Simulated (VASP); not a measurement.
Input of a VASP 6.6.1 run:

File INCAR:

```
SYSTEM = CuO
PREC     = Accurate       ! precision mode
ENCUT    = 520            ! plane-wave cutoff, eV
EDIFF    = 1E-6           ! SCF threshold, eV
ISMEAR   = 0              ! smearing method
SIGMA    = 0.1            ! smearing width, eV
LREAL    = .FALSE.        ! projectors in reciprocal space
LASPH    = .TRUE.         ! aspherical terms in the spheres
NELM     = 150            ! most SCF steps
ALGO     = Normal         ! electronic algorithm
ISIF     = 2              ! what is computed and relaxed
LWAVE    = .FALSE.        ! write WAVECAR
LCHARG   = .FALSE.        ! write CHGCAR
LMAXMIX  = 4              ! l up to which the mixer works
LDAU     = .TRUE.         ! DFT+U
LDAUTYPE = 2            
LDAUL    = 2 -1           ! shell
LDAUU    = 4 0            ! U, eV
LDAUJ    = 0 0          
LDAUPRINT= 1            
GGA      = PE             ! functional
NBANDS   = 25             ! bands
```

Contents of KPOINTS:

```
Automatic mesh
0
G
  14 14 8
  0 0 0
```

File POSCAR:

```
CuO
1.0
    2.0314172443     -2.0309794667      0.1609282498
    2.0314172443      2.0309794667      0.1609282498
   -0.4072857330      0.0000000000      5.1437599595
Cu O
2 2
Direct
    0.0000000000      0.5000000000      0.0000000000
    0.5000000000      0.0000000000      0.5000000000
    0.4999881123      0.5000118877      0.2500000000
    0.5000118877      0.4999881123      0.7500000000
```

Potentials or basis: VASP PAW PBE potentials, release 64 (Cu, O).

Run with:

```sh
$ cat potpaw_PBE.64/Cu/POTCAR potpaw_PBE.64/O/POTCAR > POTCAR
$ mpirun -np 1 vasp_std > vasp.out
```

(1) What does it give for the pressure?

(2) What does it give for the band gap on the k mesh?

## Answers

(1) 5.0 GPa.

(2) zero (bands 17 and 18 overlap by 1.22 eV).

Caveat: the cell stands under pressure; U without spin polarisation on a metal has little footing.
